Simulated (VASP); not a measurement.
Set up this calculation in VASP 6.6.1, as the native input.

| Item | Value |
| --- | --- |
| Task | single point |
| Functional | PBE |
| Dispersion | D3(BJ) |
| Potentials or basis | VASP PAW PBE potentials, release 64 (O, H, Zn, Cl) |
| Cutoff | 520 eV |
| k mesh | 1 × 1 × 1 |
| Occupations | fermi-dirac, width 0.02 eV |
| Spin | no spin polarisation |
| Dipole correction | no |
| Further INCAR settings | ALGO = Normal; EDIFF = 1e-06; NBANDS = 64 |

The structure of ZnH16Cl2O8 lies in POSCAR:

```
ZnH16Cl2O8
1.0
    6.7386640000      0.0000000000      0.0000000000
    0.0000000000      6.7386640000      0.0000000000
    0.0000000000      0.0000000000      6.7386640000
O H Zn Cl
8 16 1 2
Direct
    0.1719628698      0.7033293246      0.4381580681
    0.7246985456      0.1773793737      0.7842652490
    0.1673328719      0.0130144492      0.9177635211
    0.5915861067      0.3695242855      0.4674962277
    0.4347746081      0.7454444976      0.1525821736
    0.7864615301      0.7022905431      0.7108382314
    0.7050062149      0.4639050114      0.0121834239
    0.2559854594      0.1464978815      0.3422488493
    0.0927335151      0.6079246569      0.3627722053
    0.1236892061      0.8278198765      0.4122775672
    0.6590178706      0.2397953066      0.6740060048
    0.6880147163      0.0235506623      0.7716069535
    0.0618371832      0.0966066864      0.8464437461
    0.1767412650     -0.0981054998      0.8199548160
    0.4367186137      0.3785616852      0.4395084842
    0.6493126828      0.4797538503      0.3900328018
    0.5258163933      0.8599182271      0.1352345213
    0.3318313541      0.8110806534      0.2472151750
    0.8802486665      0.6222895221      0.6388358286
    0.7174715938      0.6227792334      0.8264843002
    0.5763011778      0.5077267541      0.0217847336
    0.6780720926      0.3278691444     -0.0531559371
    0.2142857991      0.1587406643      0.1966710315
    0.3986992080      0.1619163680      0.3252721905
   -0.0396369369      0.6947222773      0.9764991992
    0.8581226190     -0.0575188198      0.2058865081
    0.1887762916      0.4813862214     -0.1536061154
```

These files were run (other wordings do the same):

INCAR

```
PREC = Accurate ; ENCUT = 520
EDIFF = 1E-6 ; ISMEAR = -1
SIGMA = 0.02 ; LREAL = False
LASPH = True ; NELM = 120
ALGO = Normal ; ISIF = 2
LWAVE = False ; LCHARG = True
GGA = PE ; IVDW = 12
LELF = True ; LVHAR = True
NBANDS = 64 ; GGA_COMPAT = False
```

KPOINTS

```
Automatic mesh
0
Gamma
  1 1 1
```

Potentials or basis: VASP PAW PBE potentials, release 64 (O, H, Zn, Cl).

Command:

```sh
$ cat potpaw_PBE.64/O/POTCAR potpaw_PBE.64/H/POTCAR potpaw_PBE.64/Zn/POTCAR potpaw_PBE.64/Cl/POTCAR > POTCAR
$ mpirun -np 1 vasp_gam > vasp.out
```

It gave:

The pressure is -0.5 GPa. The largest force is 4.279 eV/Å. The dispersion energy per atom is -0.052 eV.

Caveat: the k points lie up to 0.93 Å⁻¹ apart, too coarse for converged energies, forces and pressures.

Run time: 88 s on 1 thread of Intel Xeon 8259CL (shared host), peak memory 0.35 GiB.
